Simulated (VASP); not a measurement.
# Ta6H in VASP: notebook

The runs below take Ta6H through single point, with PBE.

Everything below comes from runs of VASP 6.6.1. Logs are shortened: lines on timing, memory, paths and dates and some standing lists are left out, and cuts for length are marked.

**1. The cell of the first run**

The cell holds a slab with vacuum, 7 atoms: a = 4.694 Å, b = 4.694 Å, c = 19.988 Å, α = 90.00°, β = 90.00°, γ = 120.00°.

**2. Single point, PBE**

Contents of INCAR:

```
SYSTEM = Ta6H
ALGO = Normal ; DIPOL = 0.5 0.5 0.340
EDIFF = 1E-6 ; ENCUT = 520
GGA = PE ; IDIPOL = 3
ISIF = 2 ; ISMEAR = 0
LASPH = .True. ; LCHARG = .False.
LDIPOL = .True. ; LREAL = .False.
LWAVE = .False. ; NBANDS = 42
NELM = 60 ; PREC = Accurate
SIGMA = 0.1
```

Contents of KPOINTS:

```
k-points
0
Gamma
  6 6 1
  0 0 0
```

Contents of POSCAR:

```
Ta6H
1.0
    4.6937283341      0.0000000000      0.0000000000
   -2.3468641670      4.0648879758      0.0000000000
    0.0000000000      0.0000000000     19.9881921123
Ta H
6 1
Direct
    0.6666666667      0.3333333333      0.2001181486
    0.3333333333      0.6666666667      0.2480516124
    0.0000000000      0.0000000000      0.2959850763
    0.6666666667      0.3333333333      0.3401842451
    0.3333333333      0.6666666667      0.3819724402
    0.0000000000      0.0000000000      0.4246603227
    0.8888888889      0.2222222222      0.4888476006
```

Potentials or basis: VASP PAW PBE potentials, release 64 (Ta_pv, H).

Launch:

```console
> cat potpaw_PBE.64/Ta_pv/POTCAR potpaw_PBE.64/H/POTCAR > POTCAR
> mpirun -np 1 vasp_std > vasp.out
```

OUTCAR:

```text
SYSTEM = Ta6H
   EDIFF = 1E-6
   ENCUT = 520
   GGA = PE
   ISIF = 2
   ISMEAR = 0
   LASPH = .True.
   LREAL = .False.
   NELM = 60
   PREC = Accurate

 ion  position               nearest neighbor table
   1  0.667  0.333  0.200-   4 2.80   2 2.87   2 2.87   2 2.87   3 3.32   3 3.32   3 3.32
   2  0.333  0.667  0.248-   5 2.68   1 2.87   1 2.87   3 2.87   1 2.87   3 2.87   3 2.87   4 3.28
                             4 3.28   4 3.28
   3  0.000  0.000  0.296-   6 2.57   4 2.85   4 2.85   4 2.85   2 2.87   2 2.87   2 2.87   5 3.21
                             5 3.21   5 3.21   1 3.32   1 3.32   1 3.32
   4  0.667  0.333  0.340-   1 2.80   5 2.84   5 2.84   5 2.84   3 2.85   3 2.85   3 2.85   6 3.19
                             6 3.19   6 3.19   2 3.28   2 3.28   2 3.28
   5  0.333  0.667  0.382-   2 2.68   4 2.84   4 2.84   4 2.84   6 2.84   6 2.84   6 2.84   3 3.21
                             3 3.21   3 3.21
   6  0.000  0.000  0.425-   7 1.88   3 2.57   5 2.84   5 2.84   5 2.84   4 3.19   4 3.19   4 3.19

   7  0.889  0.222  0.489-   6 1.88

  LATTYP: Found a hexagonal cell.
 ALAT       =     4.6937283341
 C/A-ratio  =     4.2584893478

  Lattice vectors:

 A1 = (   4.6937283341,   0.0000000000,   0.0000000000)
 A2 = (  -2.3468641670,   4.0648879758,   0.0000000000)
 A3 = (   0.0000000000,   0.0000000000,  19.9881921123)

Analysis of symmetry for initial positions (statically):
=====================================================================
 Subroutine PRICEL returns:
 Original cell was already a primitive cell.

 Routine SETGRP: Setting up the symmetry group for a
 hexagonal supercell.

 Subroutine GETGRP returns: Found  1 space group operations
 (whereof  1 operations were pure point group operations)
 out of a pool of 24 trial point group operations.

The static configuration has the point symmetry C_1 .

Analysis of symmetry for dynamics (positions and initial velocities):
=====================================================================
 Subroutine PRICEL returns:
 Original cell was already a primitive cell.

 Routine SETGRP: Setting up the symmetry group for a
 hexagonal supercell.

 Subroutine GETGRP returns: Found  1 space group operations
 (whereof  1 operations were pure point group operations)
 out of a pool of 24 trial point group operations.

The dynamic configuration has the point symmetry C_1 .

 Subroutine INISYM returns: Found  1 space group operations
 (whereof  1 operations are pure point group operations),
 and found     1 'primitive' translations

----------------------------------------------------------------------------------------

                                     Primitive cell

  volume of cell :     381.3643

  direct lattice vectors                    reciprocal lattice vectors
     4.693728334  0.000000000  0.000000000     0.213050251  0.123004620  0.000000000
    -2.346864167  4.064887976  0.000000000     0.000000000  0.246009240  0.000000000
     0.000000000  0.000000000 19.988192112     0.000000000  0.000000000  0.050029537

  length of vectors
     4.693728334  4.693728334 19.988192112     0.246009240  0.246009240  0.050029537

  position of ions in fractional coordinates (direct lattice)
     0.666666667  0.333333333  0.200118149
     0.333333333  0.666666667  0.248051612
     0.000000000  0.000000000  0.295985076
     0.666666667  0.333333333  0.340184245
     0.333333333  0.666666667  0.381972440
     0.000000000  0.000000000  0.424660323
     0.888888889  0.222222222  0.488847601

  ion indices of the primitive-cell ions
   primitive index   ion index
                 1           1
                 2           2
                 3           3
                 4           4
                 5           5
                 6           6
                 7           7

----------------------------------------------------------------------------------------

 KPOINTS: k-points

Automatic generation of k-mesh.
 Grid dimensions read from file:
 generate k-points for:    6    6    1

 Generating k-lattice:

  Cartesian coordinates                     Fractional coordinates (reciprocal lattice)
     0.035508375  0.020500770  0.000000000     0.166666667  0.000000000  0.000000000
     0.000000000  0.041001540  0.000000000     0.000000000  0.166666667  0.000000000
     0.000000000  0.000000000  0.050029537     0.000000000  0.000000000  1.000000000

  Length of vectors
     0.041001540  0.041001540  0.050029537

  Shift w.r.t. Gamma in fractional coordinates (k-lattice)
     0.000000000  0.000000000  0.000000000

 Subroutine IBZKPT returns following result:
 ===========================================

 Found     20 irreducible k-points:

 Following reciprocal coordinates:
            Coordinates               Weight
  0.000000  0.000000  0.000000      1.000000
  0.166667 -0.000000  0.000000      2.000000
  0.000000  0.166667  0.000000      2.000000
 -0.166667  0.166667  0.000000      2.000000
  0.333333  0.000000  0.000000      2.000000
  0.000000  0.333333  0.000000      2.000000
[... 12 lines left out ...]
  0.500000 -0.166667  0.000000      2.000000
  0.333333  0.333333  0.000000      2.000000
   k-points           NKPTS =     20   k-points in BZ     NKDIM =     20   number of bands    NBANDS=     42
   number of dos      NEDOS =    301   number of ions     NIONS =      7
   total plane-waves  NPLWV = 194400
   dimension x,y,z NGX =    36 NGY =   36 NGZ =  150
   dimension x,y,z NGXF=    72 NGYF=   72 NGZF=  300
   ions per type =               6   1
   NGX,Y,Z   is equivalent  to a cutoff of  12.75, 12.75, 12.48 a.u.
   NGXF,Y,Z  is equivalent  to a cutoff of  25.50, 25.50, 24.95 a.u.
 SYSTEM =  Ta6H
   PREC   = accura    normal or accurate (medium, high low for compatibility)
   ISTART =      0    job   : 0-new  1-cont  2-samecut
   ICHARG =      2    charge: 1-file 2-atom 10-const
   ISPIN  =      1    spin polarized calculation?
   LNONCOLLINEAR =      F non collinear calculations
   LSORBIT =      F    spin-orbit coupling
   LASPH  =      T    aspherical Exc in radial PAW
   ENCUT  =  520.0 eV  38.22 Ry    6.18 a.u.   8.73  8.73 37.16*2*pi/ulx,y,z
   NELM   =     60;   NELMIN=  2; NELMDL= -5     # of ELM steps
   EDIFF  = 0.1E-05   stopping-criterion for ELM
   LREAL  =      F    real-space projection
   EDIFFG = 0.1E-04   stopping-criterion for IOM
   NSW    =      0    number of steps for IOM
   IBRION =     -1    ionic relax: 0-MD 1-quasi-New 2-CG
   NFREE  =      0    steps in history (QN), initial steepest desc. (CG)
   ISIF   =      2    stress and relaxation
   ISYM   =      2    0-nonsym 1-usesym 2-fastsym
   POTIM  = 0.5000    time-step for ionic-motion
   TEBEG  =    0.0;   TEEND  =   0.0 temperature during run
   PSTRESS=    0.0 pullay stress
   NELECT =      67.0000    total number of electrons
   NUPDOWN=      -1.0000    fix difference up-down
   EMIN   =  10.00;   EMAX   =-10.00  energy-range for DOS
   EFERMI =   0.00;   METHOD = LEGACY
   ISMEAR =     0;   SIGMA  =   0.10  broadening in eV -4-tet -1-fermi 0-gaus
   EFERMI_NEDOS =   21; number of points for ismear=-14 and -15
   IALGO  =     38    algorithm
   IMIX   =      4    mixing-type and parameters
     AMIX     =   0.40;   BMIX     =  1.00
     AMIX_MAG =   1.60;   BMIX_MAG =  1.00
  volume/ion in A,a.u.               =      54.48       367.65
  Fermi-wavevector in a.u.,A,eV,Ry     =   0.916895  1.732681 11.438377  0.840697
  Thomas-Fermi vector in A             =   2.041803
   LORBIT       =      0    0 simple, 1 ext, 2 COOP (PROOUT), +10 PAW based schemes
   GGA     = PE    functional components
   LHFCALC =     F    Hartree Fock is set to
   AEXX    =    0.0000 exact exchange contribution
   IVDW    =     0    specifies the selected vdW correction
   LEPSILON=     F    determine dielectric tensor
   LRPA    =     F    only Hartree local field effects (RPA)
 non-spin polarized calculation
 Gauss-broadening in eV      SIGMA  =   0.10
  energy-cutoff  :      520.00
  volume of cell :      381.36
 maximum number of plane-waves:     10285
   NGX = 17   NGY = 17   NGZ = 75

 dipolmoment           0.000000      0.000000     -0.038839 electrons x Angstroem

 number of electron      66.9999991 magnetization

 dipolmoment           0.000000      0.000000      0.149185 electrons x Angstroem

 Free energy of the ion-electron system (eV)
  ---------------------------------------------------
  ext. energy  EPLUGINS =         0.00000000
  ---------------------------------------------------
  free energy    TOTEN  =       -67.12571539 eV

  energy without entropy =      -67.08071851  energy(sigma->0) =      -67.10321695

 E-fermi :  -1.2450     XC(G=0):  -4.7800

 val. band max:       -1.2487334750   @ k =   0.1667   0.1667   0.0000
 cond. band min:      -1.2205396910   @ k =   0.5000   0.5000   0.0000
 fundamental gap:      0.0281937841
 Fermi energy:        -1.2450428217

 k-point     1 :       0.0000    0.0000    0.0000
  band No.  band energies     occupation
      1     -35.9135      2.00000
      2     -35.7263      2.00000
      3     -35.6330      2.00000
      4     -35.6206      2.00000
      5     -35.4396      2.00000
      6     -35.4258      2.00000
[... 34 lines left out ...]
     41       1.2490      0.00000
     42       1.4942      0.00000

 k-point     2 :       0.1667   -0.0000    0.0000
  band No.  band energies     occupation
      1     -35.9205      2.00000
      2     -35.7435      2.00000
      3     -35.6530      2.00000
      4     -35.6379      2.00000
      5     -35.5072      2.00000
      6     -35.4819      2.00000
[... 799 lines left out ...]
     41       0.7662      0.00000
     42       1.1685      0.00000

 k-point    20 :       0.3333    0.3333    0.0000
  band No.  band energies     occupation
      1     -35.9473      2.00000
      2     -35.8278      2.00000
      3     -35.6673      2.00000
      4     -35.5996      2.00000
      5     -35.5798      2.00000
      6     -35.4695      2.00000
[... 34 lines left out ...]
     41       0.4277      0.00000
     42       0.9597      0.00000

------------------------ aborting loop because EDIFF is reached ----------------------------------------

 vacuum level on the upper side and lower side of the slab       (xc-potential included)         0.683        -0.694

  FORCE on cell =-STRESS in cart. coord.  units (eV):
  Direction    XX          YY          ZZ          XY          YZ          ZX
  --------------------------------------------------------------------------------------
  -------------------------------------------------------------------------------------
  Total       -4.1279745     -4.3940406     -1.8402779     -0.6658337      0.6655164      0.0616527
  in kB      -17.3423338    -18.4601236     -7.7313254     -2.7972825      2.7959495      0.2590135
  external PRESSURE =     -14.5112609 kB  Pullay stress =       0.0000000 kB

 VOLUME and BASIS-vectors are now :
 -----------------------------------------------------------------------------
  energy-cutoff  :      520.00
  volume of cell :      381.36
      direct lattice vectors                 reciprocal lattice vectors
     4.693728334  0.000000000  0.000000000     0.213050251  0.123004620  0.000000000
    -2.346864167  4.064887976  0.000000000     0.000000000  0.246009240  0.000000000
     0.000000000  0.000000000 19.988192112     0.000000000  0.000000000  0.050029537

 POSITION                                       TOTAL-FORCE (eV/Angst)
 -----------------------------------------------------------------------------------
      2.34686      1.35496      4.00000         0.019071      0.016607      1.913184
     -0.00000      2.70993      4.95810         0.039092     -0.044111     -0.307619
      0.00000      0.00000      5.91621         0.020079      0.054636     -2.272761
      2.34686      1.35496      6.79967        -0.136976     -0.119896     -0.057483
     -0.00000      2.70993      7.63494         0.328284     -0.434560      0.266179
      0.00000      0.00000      8.48819        -0.569763      0.408889      0.467665
      3.65068      0.90331      9.77118         0.300213      0.118436     -0.009165
 -----------------------------------------------------------------------------------
    total drift:                               -0.000004     -0.000011      0.000173

  FREE ENERGIE OF THE ION-ELECTRON SYSTEM (eV)
  ---------------------------------------------------
  free  energy   TOTEN  =       -67.1257153949 eV

  energy  without entropy=      -67.0807185110  energy(sigma->0) =      -67.10321695

 vacuum level on the upper side and lower side of the slab         3.612         2.113
```

Run time: 14 min. Hardware: 1 thread of Intel Xeon Platinum 8259CL at 2.50GHz (Skylake/Cascade Lake), shared host; peak memory 0.6 GiB.

What came out:

* Free energy: -67.1257 eV
* Largest force: 2.274 eV/Å

Forces on the atoms (eV/Å):
```
Ta   0.019  0.017  1.913
Ta   0.039 -0.044 -0.308
Ta   0.020  0.055 -2.273
Ta  -0.137 -0.120 -0.057
Ta   0.328 -0.435  0.266
Ta  -0.570  0.409  0.468
H    0.300  0.118 -0.009
```

Caveat: spin-orbit coupling is left out, which moves the levels of the heavy elements.

(Continued in part 2 of 2.)
